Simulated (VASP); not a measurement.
Input of a VASP 6.6.1 run:

INCAR

```
SYSTEM = AgCl
  PREC = Accurate
  ENCUT = 520
  EDIFF = 1E-8
  ISMEAR = -1
  SIGMA = 0.02
  LREAL = .FALSE.
  LASPH = .TRUE.
  NELM = 60
  ALGO = Normal
  ISIF = 2
  LWAVE = .FALSE.
  LCHARG = .FALSE.
  LEFG = .TRUE.
  NBANDS = 16
```

Contents of KPOINTS:

```
regular mesh
0
G
  8 8 8
  0 0 0
```

File POSCAR:

```
AgCl
1.0
   -0.0554630000      2.7454185000      2.7454185000
    2.7454185000     -0.0554630000      2.7454185000
    2.7454185000      2.7454185000     -0.0554630000
Ag Cl
1 1
Direct
    0.5000000000      0.5000000000      0.5000000000
    0.0000000000      0.0000000000      0.0000000000
```

Potentials or basis: VASP PAW LDA potentials, release 64 (Ag, Cl).

The run is started by

```console
$ cat potpaw_LDA.64/Ag/POTCAR potpaw_LDA.64/Cl/POTCAR > POTCAR
$ mpirun -np 1 vasp_std > vasp.out
```

Question: Estimate the band gap on the k mesh.

Answer: 0.62 eV, indirect (least direct gap 2.85 eV).

Question: What does it give for the pressure?

Answer: -5.6 GPa.

Stress tensor (GPa, compression positive):
```
-5.59  0.16  0.16
 0.16 -5.59  0.16
 0.16  0.16 -5.59
```

Caveat: the cell differs from its parent crystal (equal xy, yz and zx shear strains of -2 %); without QUAD_EFG the Cq values of the log hold for a quadrupole moment of 1 mb, not for the nuclei. A k mesh can miss the band edges.
